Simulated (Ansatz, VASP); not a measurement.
# Two plane-wave programs on EuS

INCAR

```
SYSTEM = EuS
PREC = Accurate
ENCUT = 600
EDIFF = 1E-6
ISMEAR = 0
SIGMA = 0.05
LREAL = .False.
LASPH = .True.
NELM = 200
ALGO = Normal
ISIF = 2
LWAVE = .False.
LCHARG = .False.
ISPIN = 2
MAGMOM = 7 0
LORBIT = 11
LMAXMIX = 6
LDAU = .True.
LDAUTYPE = 2
LDAUL = 3 -1
LDAUU = 6 0
LDAUJ = 0 0
LDAUPRINT = 1
GGA = PS
NBANDS = 22
GGA_COMPAT = .False.
```

File KPOINTS:

```
Automatic mesh
0
Gamma
  8 8 8
  0 0 0
```

POSCAR

```
EuS
1.0
    0.0000000000      2.9785018670      2.9785018670
    2.9785018670      0.0000000000      2.9785018670
    2.9785018670      2.9785018670      0.0000000000
Eu S
1 1
Direct
    0.5000000000      0.5000000000      0.5000000000
    0.0000000000      0.0000000000      0.0000000000
```

Input for Ansatz:

```yaml
crystal:
  lattice:
    - [0.0, 2.978501867, 2.978501867]
    - [2.978501867, 0.0, 2.978501867]
    - [2.978501867, 2.978501867, 0.0]
  atoms:
    - { symbol: Eu, position: [0.5, 0.5, 0.5], spin: 7.0 }
    - { symbol: S, position: [0.0, 0.0, 0.0] }
basis:
  ecutwfc: 420
  ecutrho_ratio: 4
kpoints:
  mp_grid: { grid: [8, 8, 8] }
hamiltonian:
  xc: pbesol
  hubbard: { sites: [{ species: Eu, l: f, u_eff: 6.0 }] }
scf:
  occupations: { method: gaussian, width: 0.05 }
  lower_state_search: "off"
output:
  forces: true
  stress: true
  eigenvalues: true
  populations: true
  hubbard: { sites: [{ species: Eu, l: f }] }
magnetization:
  spin_polarized: true
checkpoint:
  read: start.run
  write: ck
  compress: false
  write_wavefunctions: false
  write_every: 100000
```

Alike in both runs: task single point; functional PBEsol; k mesh 8 × 8 × 8; occupations gaussian, width 0.05 eV; collinear spin; Hubbard terms Eu f U = 6.0 eV.

|  | VASP | Ansatz |
| --- | --- | --- |
| version | VASP 6.6.1 | Ansatz 0.2.0 |
| potentials or method | VASP PAW PBE potentials, release 64 (Eu, S), cutoff 600 eV | scalar-relativistic, plane waves, PAW |
| valence electrons in the cell | 23 | 23 |

```tsv
	VASP	Ansatz	Ansatz less VASP
gap on the k mesh at the Fermi level (eV)	0.28	0.58	+0.296
least direct gap on the mesh (eV)	0.56	1.00	+0.444
pressure (GPa)	-1.8	-2.1	-0.28
net moment per atom (μB)	3.50	3.50	0.000
size of the moment on the site where the two differ most (μB)	6.73	6.86	+0.130
```

VASP's potentials were made for PBE, not for PBEsol. Site moments also hang on the region over which each program counts them. The programs project onto different local orbitals, so the same U acts differently, and such runs can settle in different states. Ansatz's warnings: stability check not made.

Spin-orbit coupling is off throughout.
